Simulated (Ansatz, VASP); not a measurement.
# BaHf3H2: VASP beside Ansatz

```xyz
6
Lattice="-2.4634 2.4634 4.4377 2.4634 -2.4634 4.4377 2.4634 2.4634 -4.4377" Properties=species:S:1:pos:R:3 pbc="T T T"
Ba    0.0000    0.0000    0.0000
Hf    0.0000    2.4634    2.2188
Hf    2.4634    0.0000    2.2188
Hf    0.0000    0.0000    4.4377
H     0.0000    2.4634    0.0000
H     2.4634    0.0000    0.0000
```

Alike in both runs: task relaxation of cell and atoms; functional PBE; k mesh 6 × 6 × 6; occupations gaussian, width 0.1 eV; no spin polarisation.

```csv
,VASP,Ansatz
version,VASP 6.6.1,Ansatz 0.2.0
potentials or method,"VASP PAW PBE potentials, release 64 (Ba_sv, Hf_pv, H), cutoff 600 eV","scalar-relativistic, plane waves, PAW"
valence electrons in the cell,42,90
```

```csv
,VASP,Ansatz,Ansatz less VASP
"gap on the k mesh at the Fermi level, each at its own relaxed structure (eV)",none,none,-
relaxed volume (Å³/atom),18.10,17.95,-0.147
relaxed length of the cell vector where the two differ most in proportion (Å),5.658,5.642,-0.0166
```

A gap of «none» marks a metal or a gap that the smearing closes. VASP's potentials hold 42 valence electrons a cell and Ansatz's 90, so a difference there can come from the potentials and not from the codes.

Spin-orbit coupling is off throughout.
